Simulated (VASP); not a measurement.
A run of VASP 6.6.1 is set up as follows.

File INCAR:

```
PREC     = Accurate       # precision mode
ENCUT    = 520            # plane-wave cutoff, eV
EDIFF    = 1E-8           # SCF threshold, eV
ISMEAR   = -1             # smearing method
SIGMA    = 0.05           # smearing width, eV
LREAL    = F              # projectors in reciprocal space
LASPH    = T              # aspherical terms in the spheres
NELM     = 80             # most SCF steps
ALGO     = Normal         # electronic algorithm
ISIF     = 2              # what is computed and relaxed
LWAVE    = F              # write WAVECAR
LCHARG   = F              # write CHGCAR
GGA      = CA             # functional
LEFG     = T            
NBANDS   = 12             # bands
```

File KPOINTS:

```
Automatic mesh
0
Gamma
  14 14 14
```

The input POSCAR:

```
In
1.0
   -1.5851490000      1.6346280000      2.4739500000
    1.6346280000     -1.5851490000      2.4739500000
    1.6176720000      1.6176720000     -2.4414270000
In
1
Direct
    0.0000000000      0.0000000000      0.0000000000
```

Potentials or basis: VASP PAW LDA potentials, release 64 (In_d).

The run is started by

```sh
$ cat potpaw_LDA.64/In_d/POTCAR > POTCAR
$ mpirun -np 1 vasp_std > vasp.out
```

Q: What does it give for the pressure?

A: -2.7 GPa.

Electric field gradients, principal values (V/Å²):
```
atom   least   middle  greatest (by size)
1 In  -8.738  -13.253              21.990
```

Caveat: the cell differs from its parent crystal (equal xy, yz and zx shear strains of +2 %); without QUAD_EFG the Cq values of the log hold for a quadrupole moment of 1 mb, not for the nuclei.
